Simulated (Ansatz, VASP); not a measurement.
Ta3N: VASP beside Ansatz

The input INCAR:

```
  PREC = Accurate
  ENCUT = 520
  EDIFF = 1E-7
  ISMEAR = 0
  SIGMA = 0.15
  LREAL = False
  LASPH = True
  NELM = 80
  ALGO = Normal
  ISIF = 2
  LWAVE = False
  LCHARG = True
  GGA = PE
  LELF = True
  LVHAR = True
  NBANDS = 27
```

The input KPOINTS:

```
Automatic mesh
0
Gamma
  18 18 6
```

File POSCAR:

```
Ta3N
1.0
    2.9613393290      0.0000000000      0.0000000000
   -1.4806696645      2.6692724387      0.0000000000
    0.0000000000      0.0000000000      7.5575881873
Ta N
3 1
Direct
    0.0000000000      0.0000000000      0.5000000000
    0.3333333333      0.6666666667      0.1735950547
    0.6666666667      0.3333333333      0.8264049453
    0.0000000000      0.0000000000      0.0000000000
```

Input for Ansatz:

```yaml
crystal:
  lattice:
    - [2.961339329, 0.0, 0.0]
    - [-1.4806696645, 2.6692724387, 0.0]
    - [0.0, 0.0, 7.5575881873]
  atoms:
    - { symbol: Ta, position: [0.0, 0.0, 0.5] }
    - { symbol: Ta, position: [0.3333333333, 0.6666666667, 0.1735950547] }
    - { symbol: Ta, position: [0.6666666667, 0.3333333333, 0.8264049453] }
    - { symbol: "N", position: [0.0, 0.0, 0.0] }
basis:
  ecutwfc: 420
kpoints:
  mp_grid: { grid: [18, 18, 6] }
hamiltonian:
  xc: pbe
scf:
  occupations: { method: gaussian, width: 0.15 }
output:
  forces: true
  stress: true
  eigenvalues: true
```

Change from the starting cell: strain -0.0200 x Voigt [1, -1, 0, 0, 0, 0], atoms carried along.

Alike in both runs: task single point; functional PBE; k mesh 18 × 18 × 6; occupations gaussian, width 0.15 eV; no spin polarisation.

|  | VASP | Ansatz |
| --- | --- | --- |
| version | VASP 6.6.1 | Ansatz 0.2.0 |
| potentials or method | VASP PAW PBE potentials, release 64 (Ta_pv, N), cutoff 520 eV | scalar-relativistic, plane waves, PAW |
| valence electrons in the cell | 38 | 44 |

Ansatz gave:

* gap on the k mesh at the Fermi level (eV): none
* pressure (GPa): 0.3
* traceless stress, the component that is largest in VASP (GPa): -3.00
* rms of the force components (eV/Å): 0.066

Question: Estimate VASP's values.

Answer: gap on the k mesh at the Fermi level (eV): none; pressure (GPa): 0.6; traceless stress, the component that is largest in VASP (GPa): -3.01; rms of the force components (eV/Å): 0.075.

Atom by atom the forces differ by 0.020 eV/Å (rms over components). A gap of «none» marks a metal or a gap that the smearing closes. With one functional, cell and mesh, what is left measures potentials, basis and numerics. VASP's potentials hold 38 valence electrons a cell and Ansatz's 44, so a difference there can come from the potentials and not from the codes.

Neither program's run includes spin-orbit coupling.
